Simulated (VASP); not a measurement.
A run of VASP 6.6.1 is set up as follows.

Contents of INCAR:

```
SYSTEM = TiAl
ALGO = Normal ; EDIFF = 1E-6
ENCUT = 520 ; GGA = PS
ISIF = 2 ; ISMEAR = -1
IVDW = 13 ; LASPH = .True.
LCHARG = .False. ; LREAL = .False.
LWAVE = .False. ; NBANDS = 14
NELM = 100 ; PREC = Accurate
SIGMA = 0.05
```

KPOINTS

```
k-points
0
Gamma
  11 11 6
  0 0 0
```

The input POSCAR:

```
TiAl
1.0
    2.8360594087      0.0000000000      0.0000000000
   -1.4180297043      2.4560994946      0.0000000000
    0.0000000000      0.0000000000      4.5957388401
Ti Al
1 1
Direct
    0.0000000000      0.0000000000      0.0000000000
    0.3333333333      0.6666666667      0.5000000000
```

Potentials or basis: VASP PAW PBE potentials, release 64 (Ti_sv, Al).

Launch:

```bash
$ cat potpaw_PBE.64/Ti_sv/POTCAR potpaw_PBE.64/Al/POTCAR > POTCAR
$ mpirun -np 1 vasp_std > vasp.out
```

Q: Estimate the dispersion energy per atom.

A: -0.166 eV.

Q: Estimate the pressure.

A: 0.0 GPa.

Stress tensor (GPa, compression positive):
```
-0.06  0.00  0.00
 0.00 -0.06  0.00
 0.00  0.00  0.04
```

Caveat: the PAW data sets were made with another functional, which shifts forces and pressure a little; pairwise dispersion overbinds metals, which lowers pressure and volume.
